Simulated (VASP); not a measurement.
Set up this calculation in VASP 6.6.1, as the native input.

```yaml
Task: single point
Functional: PBEsol
Potentials_or_basis: VASP PAW PBE potentials, release 64 (Mn_pv, S)
Cutoff: 520 eV
k_mesh: 6 × 6 × 6
Occupations: gaussian, width 0.05 eV
Spin: collinear spin, ferromagnetic start
Starting_moments: "[5.0, 0.0] μB"
Hubbard_terms: Mn d U = 2.0 eV, J = 0.5 eV
Dipole_correction: no
LDAUTYPE: 1
Hund's_J: 0.5
Further_INCAR_settings: ALGO = Normal; EDIFF = 1e-06; NBANDS = 20
```

The structure of MnS lies in POSCAR:

```
MnS
1.0
    0.0000000000      2.6122498900      2.6122498900
    2.6122498900      0.0000000000      2.6122498900
    2.6122498900      2.6122498900      0.0000000000
Mn S
1 1
Direct
    0.0000000000      0.0000000000      0.0000000000
    0.5000000000      0.5000000000      0.5000000000
```

The input as run:

INCAR

```
SYSTEM = MnS
ALGO = Normal
EDIFF = 1E-6
ENCUT = 520
GGA = PS
ISIF = 2
ISMEAR = 0
ISPIN = 2
LASPH = .True.
LCHARG = .False.
LDAU = .True.
LDAUJ = 0.5 0
LDAUL = 2 -1
LDAUPRINT = 1
LDAUTYPE = 1
LDAUU = 2 0
LMAXMIX = 4
LORBIT = 11
LREAL = .False.
LWAVE = .False.
MAGMOM = 5 0
NBANDS = 20
NELM = 150
PREC = Accurate
SIGMA = 0.05
```

KPOINTS

```
k-points
0
Gamma
  6 6 6
  0 0 0
```

Potentials or basis: VASP PAW PBE potentials, release 64 (Mn_pv, S).

Run with:

```console
$ cat potpaw_PBE.64/Mn_pv/POTCAR potpaw_PBE.64/S/POTCAR > POTCAR
$ mpirun -np 1 vasp_std > vasp.out
```

Results of the run:

```yaml
Pressure: -3.6 GPa
Net_moment: 4.92 μB per cell
Site_moments: Mn +4.44; S +0.11 μB
Valence_electrons_inside_the_program's_atomic_spheres: Mn 11.29; S 3.72
```

Caveat: the cell stands under tension; the PAW data sets were made with another functional, which shifts forces and pressure a little; a cell with one magnetic atom can't hold antiferromagnetic order, which such compounds often take.

It took 55 s on 1 thread of Intel Xeon 8259CL, on a shared host, peak memory 0.17 GiB.
